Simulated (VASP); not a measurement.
# Sr (P6/mmm) in VASP: further runs

The runs below take Sr through single point, with LDA.

Everything below comes from runs of VASP 6.6.1. Logs are shortened: lines on timing, memory, paths and dates and some standing lists are left out, and cuts for length are marked.

## (1) The cell of the first run

It takes space group P6/mmm (No. 191, hexagonal). The conventional cell has a = 10.988 Å, b = 10.988 Å, c = 4.421 Å, α = 90.00°, β = 90.00°, γ = 120.00°. Within 5.8 Å of Sr (site symmetry 6/mmm) lie 2 Sr at 4.42 Å.

This isn't the form of Sr at room conditions, which is fcc.

## (2) Single point, LDA

Input file INCAR:

```
SYSTEM = Sr
ALGO = Normal
EDIFF = 1E-7
ENCUT = 520
ISIF = 2
ISMEAR = 0
LASPH = .TRUE.
LCHARG = .FALSE.
LREAL = .FALSE.
LWAVE = .FALSE.
NBANDS = 11
NELM = 80
PREC = Accurate
SIGMA = 0.05
```

Input file KPOINTS:

```
k-points
0
G
  6 6 8
  0 0 0
```

Input file POSCAR:

```
Sr
1.0
   10.9876299658      0.0000000000      0.0000000000
   -5.4938149829      9.5155666777      0.0000000000
    0.0000000000      0.0000000000      4.4211119100
Sr
1
Direct
    0.0000000000      0.0000000000      0.0000000000
```

Potentials or basis: VASP PAW LDA potentials, release 64 (Sr_sv).

On the command line:

```
$ cat potpaw_LDA.64/Sr_sv/POTCAR > POTCAR
$ mpirun -np 1 vasp_std > vasp.out
```

OUTCAR:

```text
SYSTEM = Sr
   EDIFF = 1E-7
   ENCUT = 520
   ISIF = 2
   ISMEAR = 0
   LASPH = .TRUE.
   LREAL = .FALSE.
   NELM = 80
   PREC = Accurate

 ion  position               nearest neighbor table
   1  0.000  0.000  0.000-

  LATTYP: Found a hexagonal cell.
 ALAT       =    10.9876299658
 C/A-ratio  =     0.4023717511

  Lattice vectors:

 A1 = (  10.9876299658,   0.0000000000,   0.0000000000)
 A2 = (  -5.4938149829,   9.5155666777,   0.0000000000)
 A3 = (   0.0000000000,   0.0000000000,   4.4211119100)

Analysis of symmetry for initial positions (statically):
=====================================================================
 Subroutine PRICEL returns:
 Original cell was already a primitive cell.

 Routine SETGRP: Setting up the symmetry group for a
 hexagonal supercell.

 Subroutine GETGRP returns: Found 24 space group operations
 (whereof 24 operations were pure point group operations)
 out of a pool of 24 trial point group operations.

The static configuration has the point symmetry D_6h.

Analysis of symmetry for dynamics (positions and initial velocities):
=====================================================================
 Subroutine PRICEL returns:
 Original cell was already a primitive cell.

 Routine SETGRP: Setting up the symmetry group for a
 hexagonal supercell.

 Subroutine GETGRP returns: Found 24 space group operations
 (whereof 24 operations were pure point group operations)
 out of a pool of 24 trial point group operations.

The dynamic configuration has the point symmetry D_6h.

 Subroutine INISYM returns: Found 24 space group operations
 (whereof 24 operations are pure point group operations),
 and found     1 'primitive' translations

----------------------------------------------------------------------------------------

                                     Primitive cell

  volume of cell :     462.2428

  direct lattice vectors                    reciprocal lattice vectors
    10.987629966  0.000000000  0.000000000     0.091011438  0.052545478  0.000000000
    -5.493814983  9.515566678  0.000000000     0.000000000  0.105090956  0.000000000
     0.000000000  0.000000000  4.421111910     0.000000000  0.000000000  0.226187443

  length of vectors
    10.987629966 10.987629966  4.421111910     0.105090956  0.105090956  0.226187443

  position of ions in fractional coordinates (direct lattice)
     0.000000000  0.000000000  0.000000000

  ion indices of the primitive-cell ions
   primitive index   ion index
                 1           1

----------------------------------------------------------------------------------------

 KPOINTS: k-points

Automatic generation of k-mesh.
 Grid dimensions read from file:
 generate k-points for:    6    6    8

 Generating k-lattice:

  Cartesian coordinates                     Fractional coordinates (reciprocal lattice)
     0.015168573  0.008757580  0.000000000     0.166666667 -0.000000000  0.000000000
     0.000000000  0.017515159  0.000000000     0.000000000  0.166666667  0.000000000
     0.000000000  0.000000000  0.028273430     0.000000000  0.000000000  0.125000000

  Length of vectors
     0.017515159  0.017515159  0.028273430

  Shift w.r.t. Gamma in fractional coordinates (k-lattice)
     0.000000000  0.000000000  0.000000000

 Subroutine IBZKPT returns following result:
 ===========================================

 Found     35 irreducible k-points:

 Following reciprocal coordinates:
            Coordinates               Weight
  0.000000  0.000000  0.000000      1.000000
  0.166667  0.000000  0.000000      6.000000
  0.333333  0.000000  0.000000      6.000000
  0.500000  0.000000  0.000000      3.000000
  0.166667  0.166667  0.000000      6.000000
  0.333333  0.166667  0.000000     12.000000
[... 16 lines left out ...]
  0.166667  0.000000  0.375000     12.000000
  0.333333  0.000000  0.375000     12.000000
 [... further k-points ...]
   k-points           NKPTS =     35   k-points in BZ     NKDIM =     35   number of bands    NBANDS=     11
   number of dos      NEDOS =    301   number of ions     NIONS =      1
   total plane-waves  NPLWV = 254016
   dimension x,y,z NGX =    84 NGY =   84 NGZ =   36
   dimension x,y,z NGXF=   168 NGYF=  168 NGZF=   72
   ions per type =               1
   NGX,Y,Z   is equivalent  to a cutoff of  12.71, 12.71, 13.54 a.u.
   NGXF,Y,Z  is equivalent  to a cutoff of  25.42, 25.42, 27.07 a.u.
 SYSTEM =  Sr
   PREC   = accura    normal or accurate (medium, high low for compatibility)
   ISTART =      0    job   : 0-new  1-cont  2-samecut
   ICHARG =      2    charge: 1-file 2-atom 10-const
   ISPIN  =      1    spin polarized calculation?
   LNONCOLLINEAR =      F non collinear calculations
   LSORBIT =      F    spin-orbit coupling
   LASPH  =      T    aspherical Exc in radial PAW
   ENCUT  =  520.0 eV  38.22 Ry    6.18 a.u.  20.43 20.43  8.22*2*pi/ulx,y,z
   NELM   =     80;   NELMIN=  2; NELMDL= -5     # of ELM steps
   EDIFF  = 0.1E-06   stopping-criterion for ELM
   LREAL  =      F    real-space projection
   EDIFFG = 0.1E-05   stopping-criterion for IOM
   NSW    =      0    number of steps for IOM
   IBRION =     -1    ionic relax: 0-MD 1-quasi-New 2-CG
   NFREE  =      0    steps in history (QN), initial steepest desc. (CG)
   ISIF   =      2    stress and relaxation
   ISYM   =      2    0-nonsym 1-usesym 2-fastsym
   POTIM  = 0.5000    time-step for ionic-motion
   TEBEG  =    0.0;   TEEND  =   0.0 temperature during run
   PSTRESS=    0.0 pullay stress
   NELECT =      10.0000    total number of electrons
   NUPDOWN=      -1.0000    fix difference up-down
   EMIN   =  10.00;   EMAX   =-10.00  energy-range for DOS
   EFERMI =   0.00;   METHOD = LEGACY
   ISMEAR =     0;   SIGMA  =   0.05  broadening in eV -4-tet -1-fermi 0-gaus
   EFERMI_NEDOS =   21; number of points for ismear=-14 and -15
   IALGO  =     38    algorithm
   IMIX   =      4    mixing-type and parameters
     AMIX     =   0.40;   BMIX     =  1.00
     AMIX_MAG =   1.60;   BMIX_MAG =  1.00
  volume/ion in A,a.u.               =     462.24      3119.37
  Fermi-wavevector in a.u.,A,eV,Ry     =   0.456161  0.862019  2.831138  0.208083
  Thomas-Fermi vector in A             =   1.440167
   LORBIT       =      0    0 simple, 1 ext, 2 COOP (PROOUT), +10 PAW based schemes
   GGA     = CA    functional components
   LHFCALC =     F    Hartree Fock is set to
   AEXX    =    0.0000 exact exchange contribution
   IVDW    =     0    specifies the selected vdW correction
   LEPSILON=     F    determine dielectric tensor
   LRPA    =     F    only Hartree local field effects (RPA)
 non-spin polarized calculation
 Gauss-broadening in eV      SIGMA  =   0.05
  energy-cutoff  :      520.00
  volume of cell :      462.24
 maximum number of plane-waves:     12556
 NGX is ok and might be reduce to    84
   NGX = 41   NGY = 41   NGZ = 17

 number of electron      10.0000000 magnetization

 Free energy of the ion-electron system (eV)
  ---------------------------------------------------
  ext. energy  EPLUGINS =         0.00000000
  ---------------------------------------------------
  free energy    TOTEN  =        -0.28978594 eV

  energy without entropy =       -0.28978594  energy(sigma->0) =       -0.28978594

 E-fermi :  -1.6105     XC(G=0):  -2.2424

 val. band max:       -1.8352846477   @ k =   0.3333   0.3333   0.5000
 cond. band min:      -1.3978184641   @ k =   0.0000   0.0000   0.5000
 fundamental gap:      0.4374661836
 Fermi energy:        -1.6104672570

 k-point     1 :       0.0000    0.0000    0.0000
  band No.  band energies     occupation
      1     -39.8592      2.00000
      2     -21.9239      2.00000
      3     -21.9239      2.00000
      4     -21.7881      2.00000
      5      -3.8434      2.00000
      6      -1.2498      0.00000
      7      -1.1330      0.00000
      8      -1.1330      0.00000
      9      -0.8543      0.00000
     10      -0.8543      0.00000
     11       0.3614      0.00000

 k-point     2 :       0.1667    0.0000    0.0000
  band No.  band energies     occupation
      1     -39.8592      2.00000
      2     -21.9239      2.00000
      3     -21.9239      2.00000
      4     -21.7881      2.00000
      5      -3.8416      2.00000
      6      -1.2598      0.00000
      7      -1.1554      0.00000
      8      -1.1443      0.00000
      9      -0.8557      0.00000
     10      -0.8421      0.00000
     11       0.4545      0.00000

 k-point     3 :       0.3333    0.0000    0.0000
  band No.  band energies     occupation
      1     -39.8592      2.00000
      2     -21.9239      2.00000
      3     -21.9239      2.00000
      4     -21.7881      2.00000
      5      -3.8381      2.00000
      6      -1.2885      0.00000
      7      -1.1852      0.00000
      8      -1.1644      0.00000
      9      -0.8604      0.00000
     10      -0.8203      0.00000
     11       0.4188      0.00000

 k-point     4 :       0.5000    0.0000    0.0000
  band No.  band energies     occupation
      1     -39.8592      2.00000
      2     -21.9239      2.00000
      3     -21.9239      2.00000
      4     -21.7881      2.00000
      5      -3.8363      2.00000
      6      -1.3062      0.00000
      7      -1.1942      0.00000
      8      -1.1735      0.00000
      9      -0.8632      0.00000
     10      -0.8104      0.00000
     11       0.4189      0.00000

 k-point     5 :       0.1667    0.1667    0.0000
  band No.  band energies     occupation
      1     -39.8592      2.00000
      2     -21.9239      2.00000
      3     -21.9239      2.00000
      4     -21.7881      2.00000
      5      -3.8389      2.00000
      6      -1.2768      0.00000
      7      -1.1731      0.00000
      8      -1.1719      0.00000
      9      -0.8521      0.00000
     10      -0.8300      0.00000
     11       0.4193      0.00000
[... 211 lines left out ...]
 k-point    21 :       0.3333    0.3333    0.2500
  band No.  band energies     occupation
      1     -39.8579      2.00000
      2     -21.9208      2.00000
      3     -21.9208      2.00000
      4     -21.8216      2.00000
      5      -3.1796      2.00000
      6      -1.2218      0.00000
      7      -1.2218      0.00000
      8      -0.9005      0.00000
      9      -0.6119      0.00000
     10      -0.6119      0.00000
     11       0.1942      0.00000

 k-point    22 :       0.0000    0.0000    0.3750
  band No.  band energies     occupation
      1     -39.8569      2.00000
      2     -21.9187      2.00000
      3     -21.9187      2.00000
      4     -21.8451      2.00000
      5      -2.4794      2.00000
      6      -1.2569      0.00000
      7      -1.2569      0.00000
      8      -0.9641      0.00000
      9      -0.4359      0.00000
     10      -0.4359      0.00000
     11       0.5059      0.00000

 k-point    23 :       0.1667    0.0000    0.3750
  band No.  band energies     occupation
      1     -39.8569      2.00000
      2     -21.9187      2.00000
      3     -21.9187      2.00000
      4     -21.8451      2.00000
      5      -2.4766      2.00000
      6      -1.2620      0.00000
      7      -1.2581      0.00000
      8      -0.9623      0.00000
      9      -0.4365      0.00000
     10      -0.4320      0.00000
     11       0.4353      0.00000

 k-point    24 :       0.3333    0.0000    0.3750
  band No.  band energies     occupation
      1     -39.8569      2.00000
      2     -21.9187      2.00000
      3     -21.9187      2.00000
      4     -21.8451      2.00000
      5      -2.4709      2.00000
      6      -1.2724      0.00000
      7      -1.2606      0.00000
      8      -0.9586      0.00000
      9      -0.4378      0.00000
     10      -0.4240      0.00000
     11       0.3331      0.00000

 [... further k-points ...]

------------------------ aborting loop because EDIFF is reached ----------------------------------------

  FORCE on cell =-STRESS in cart. coord.  units (eV):
  Direction    XX          YY          ZZ          XY          YZ          ZX
  --------------------------------------------------------------------------------------
  -------------------------------------------------------------------------------------
  Total       -0.0057423     -0.0057423      0.0278086      0.0000000      0.0000000      0.0000000
  in kB       -0.0199033     -0.0199033      0.0963873      0.0000000      0.0000000      0.0000000
  external PRESSURE =       0.0188602 kB  Pullay stress =       0.0000000 kB

 VOLUME and BASIS-vectors are now :
 -----------------------------------------------------------------------------
  energy-cutoff  :      520.00
  volume of cell :      462.24
      direct lattice vectors                 reciprocal lattice vectors
    10.987629966  0.000000000  0.000000000     0.091011438  0.052545478  0.000000000
    -5.493814983  9.515566678  0.000000000     0.000000000  0.105090956  0.000000000
     0.000000000  0.000000000  4.421111910     0.000000000  0.000000000  0.226187443

 POSITION                                       TOTAL-FORCE (eV/Angst)
 -----------------------------------------------------------------------------------
      0.00000      0.00000      0.00000         0.000000      0.000000      0.000000
 -----------------------------------------------------------------------------------
    total drift:                               -0.000000     -0.000000     -0.000000

  FREE ENERGIE OF THE ION-ELECTRON SYSTEM (eV)
  ---------------------------------------------------
  free  energy   TOTEN  =        -0.2897859429 eV

  energy  without entropy=       -0.2897859429  energy(sigma->0) =       -0.28978594
```

Run time: 3.9 min. Hardware: 1 thread of Intel Xeon Platinum 8259CL at 2.50GHz (Skylake/Cascade Lake), shared host; peak memory 0.51 GiB.

What came out:

```yaml
Free_energy: -0.2898 eV
Pressure: 0.0 GPa
Band_gap_on_the_k_mesh: 0.44 eV (least direct gap 0.45 eV)
```

A k mesh can miss the band edges.

## (3) Single point, LDA

Input file INCAR:

```
SYSTEM = Sr
PREC = Accurate
ENCUT = 520
EDIFF = 1E-6
ISMEAR = 0
SIGMA = 0.05
LREAL = .FALSE.
LASPH = .TRUE.
NELM = 80
ALGO = Normal
ISIF = 2
LWAVE = .FALSE.
LCHARG = .FALSE.
GGA = CA
NBANDS = 11
```

Input file KPOINTS:

```
Automatic mesh
0
G
  6 6 8
  0 0 0
```

POSCAR is that of step 2.

Potentials or basis: VASP PAW LDA potentials, release 64 (Sr_sv).

On the command line:

```
$ cat potpaw_LDA.64/Sr_sv/POTCAR > POTCAR
$ mpirun -np 1 vasp_std > vasp.out
```

Run time: 4.6 min. Hardware: 1 thread of Intel Xeon Platinum 8259CL at 2.50GHz (Skylake/Cascade Lake), shared host; peak memory 0.52 GiB.

It converged, with:

- Free energy: -0.2898 eV
- Pressure: 0.0 GPa
- Band gap on the k mesh: 0.44 eV (least direct gap 0.45 eV)

Levels at points of the mesh, in eV from the valence-band top:
```tsv
k point	band 3	band 4	band 5	band 6	band 7	band 8
(0.00, 0.00, 0.00)	-20.09	-19.95	-2.01	0.59	0.70	0.70
(0.50, 0.00, 0.00)	-20.09	-19.95	-2.00	0.53	0.64	0.66
(0.00, 0.00, 0.50)	-20.08	-20.02	-0.01	0.44	0.53	0.53
(0.50, 0.00, 0.50)	-20.08	-20.02	0.00	0.45	0.53	0.53
```
